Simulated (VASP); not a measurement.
Input of a VASP 6.6.1 run:

File INCAR:

```
SYSTEM = Mo
PREC = Accurate
ENCUT = 520
EDIFF = 1E-6
ISMEAR = -1
SIGMA = 0.08
LREAL = .False.
LASPH = .True.
NELM = 100
ALGO = Normal
ISIF = 2
LWAVE = .False.
LCHARG = .False.
GGA = PE
NBANDS = 21
```

File KPOINTS:

```
Automatic mesh
0
Gamma
  15 15 8
  0 0 0
```

Contents of POSCAR:

```
Mo
1.0
    2.6504011392      0.0000000000      0.0000000000
   -1.3252005696      2.2953147168      0.0000000000
    0.0000000000      0.0000000000      4.1319549018
Mo
2
Direct
    0.3333333333      0.6666666667      0.2500000000
    0.6666666667      0.3333333333      0.7500000000
```

Potentials or basis: VASP PAW PBE potentials, release 64 (Mo_sv).

Launch:

```bash
$ cat potpaw_PBE.64/Mo_sv/POTCAR > POTCAR
$ mpirun -np 1 vasp_std > vasp.out
```

(1) Predict the band gap on the k mesh.

(2) Predict the pressure.

Results:

(1) zero (bands 14 and 15 overlap by 2.80 eV).

(2) 93.4 GPa.

Caveat: the cell stands under pressure.
